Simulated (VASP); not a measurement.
# BaTe: single point with r2SCAN

Crystal: BaTe.

```xyz
2
Lattice="0.0000 3.6384 3.5033 3.6384 0.0000 3.5033 3.6384 3.6384 0.0000" Properties=species:S:1:pos:R:3 pbc="T T T"
Ba    0.0000    0.0000    0.0000
Te    3.6384    3.6384    3.5033
```

This cell differs from its parent crystal: epitaxial xy strain +3.0%.

```json
{"Program": "VASP 6.6.1", "Task": "single point", "Functional": "r2SCAN", "Potentials or basis": "VASP PAW PBE potentials, release 64 (Ba_sv, Te)", "Cutoff": "520 eV", "k mesh": "6 × 6 × 6", "Occupations": "gaussian, width 0.01 eV", "Spin": "no spin polarisation", "Dipole correction": "no", "Further INCAR settings": "ALGO = Normal; EDIFF = 1e-06; NBANDS = 15"}
```

* Pressure: -1.0 GPa
* Band gap on the k mesh: 1.97 eV (least direct gap 2.36 eV)

Stress tensor (GPa, compression positive):
```
-1.74  0.00  0.00
 0.00 -1.74  0.00
 0.00  0.00  0.36
```

Levels at points of the mesh, in eV from the valence-band top:
```
           k point  band 4  band 5  band 6  band 7  band 8  band 9  band 10  band 11  band 12  band 13
(0.00, 0.00, 0.00)  -12.79   -9.70   -0.08   -0.08    0.00    3.14     3.25     3.25     3.47     3.86
(0.50, 0.00, 0.00)  -12.79   -9.12   -2.07   -1.04   -1.02    4.46     5.00     5.15     5.23     7.10
(0.50, 0.50, 0.00)  -12.86   -9.50   -1.07   -0.49   -0.49    1.97     4.82     4.94     5.89     5.91
(0.50, 0.00, 0.50)  -12.84   -9.51   -1.21   -0.43   -0.38    1.98     4.65     5.06     5.79     5.84
```

It took 2.1 min on 1 thread of AMD EPYC 9R45 96-Core Processor (Zen 5) (shared host), peak memory 0.24 GiB.

Caveat: the cell differs from its parent crystal (epitaxial xy strain +3.0%); the PAW data sets were made with another functional, which shifts forces and pressure a little; spin-orbit coupling is left out, which moves the levels of the heavy elements. A k mesh can miss the band edges.
